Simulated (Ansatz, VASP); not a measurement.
# One calculation of Sb2Pt, two programs

File POSCAR:

```
Sb2Pt
1.0
    6.4400000000      0.0000000000      0.0000000000
    0.0000000000      6.4400000000      0.0000000000
    0.0000000000      0.0000000000      6.4400000000
Sb Pt
8 4
Direct
    0.3744672111      0.3744672111      0.3744672111
    0.1255327889      0.6255327889      0.8744672111
    0.8744672111      0.1255327889      0.6255327889
    0.6255327889      0.8744672111      0.1255327889
    0.6255327889      0.6255327889      0.6255327889
    0.8744672111      0.3744672111      0.1255327889
    0.1255327889      0.8744672111      0.3744672111
    0.3744672111      0.1255327889      0.8744672111
    0.0000000000      0.0000000000      0.0000000000
    0.5000000000      0.0000000000      0.5000000000
    0.5000000000      0.5000000000      0.0000000000
    0.0000000000      0.5000000000      0.5000000000
```

Contents of INCAR.step1:

```
PREC = Accurate
ENCUT = 520
ISMEAR = -1
SIGMA = 0.05
LREAL = F
LASPH = T
NELM = 60
NBANDS = 52
GGA = PE
ALGO = Normal
EDIFF = 1E-4
LWAVE = T
LCHARG = F
```

The input INCAR.step2:

```
PREC = Accurate
ENCUT = 520
EDIFF = 1E-8
ISMEAR = -1
SIGMA = 0.05
LREAL = F
LASPH = T
NELM = 60
ALGO = Normal
ISIF = 2
LWAVE = F
LCHARG = F
METAGGA = R2SCAN
LMIXTAU = T
LEFG = T
NBANDS = 52
ISTART = 1
```

The input KPOINTS:

```
regular mesh
0
Gamma
  5 5 5
```

Input for Ansatz:

```yaml
crystal:
  lattice:
    - [6.44, 0.0, 0.0]
    - [0.0, 6.44, 0.0]
    - [0.0, 0.0, 6.44]
  atoms:
    - { symbol: Sb, position: [0.3744672111, 0.3744672111, 0.3744672111] }
    - { symbol: Sb, position: [0.1255327889, 0.6255327889, 0.8744672111] }
    - { symbol: Sb, position: [0.8744672111, 0.1255327889, 0.6255327889] }
    - { symbol: Sb, position: [0.6255327889, 0.8744672111, 0.1255327889] }
    - { symbol: Sb, position: [0.6255327889, 0.6255327889, 0.6255327889] }
    - { symbol: Sb, position: [0.8744672111, 0.3744672111, 0.1255327889] }
    - { symbol: Sb, position: [0.1255327889, 0.8744672111, 0.3744672111] }
    - { symbol: Sb, position: [0.3744672111, 0.1255327889, 0.8744672111] }
    - { symbol: Pt, position: [0.0, 0.0, 0.0] }
    - { symbol: Pt, position: [0.5, 0.0, 0.5] }
    - { symbol: Pt, position: [0.5, 0.5, 0.0] }
    - { symbol: Pt, position: [0.0, 0.5, 0.5] }
kpoints:
  mp_grid: { grid: [5, 5, 5] }
scf:
  occupations: { method: fermi_dirac, width: 0.05 }
hamiltonian:
  xc: r2scan
  pseudopotentials: { kind: paw }
output:
  forces: true
  stress: true
  populations: true
  efg: { quadrupole_moments_barn: { Sb: -0.543 }, contact_densities: true }
  write_density: true
  write_potential: true
  elf: true
  volumetric_format: npy
```

Alike in both runs: task electric field gradients; functional r2SCAN; k mesh 5 × 5 × 5; occupations fermi-dirac, width 0.05 eV; no spin polarisation.

|  | VASP | Ansatz |
| --- | --- | --- |
| version | VASP 6.6.1 | Ansatz 0.2.0 |
| potentials or method | VASP PAW PBE potentials, release 64 (Sb, Pt) | plane-wave PAW, scalar-relativistic |
| plane-wave cutoff (eV) | 520 | 500 |
| valence electrons in the cell | 80 | 192 |

```csv
,VASP,Ansatz,Ansatz less VASP
pressure (GPa),3.6,3.7,+0.13
rms of the force components (eV/Å),0.048,0.063,+0.0152
size of Vzz on the site where it differs most (V/Å²),28.4,73.3,+44.87
```

VASP's potentials were made for PBE, not for r2SCAN. Atom by atom the forces differ by 0.015 eV/Å (rms over components). One of these differences is far larger than is usual between the two programs; its cause wasn't traced. The functional is the same, so the differences come from potentials, cutoffs and numerics. VASP's potentials hold 80 valence electrons a cell and Ansatz's 192, so a difference there can come from the potentials and not from the codes.

Neither program's run includes spin-orbit coupling.
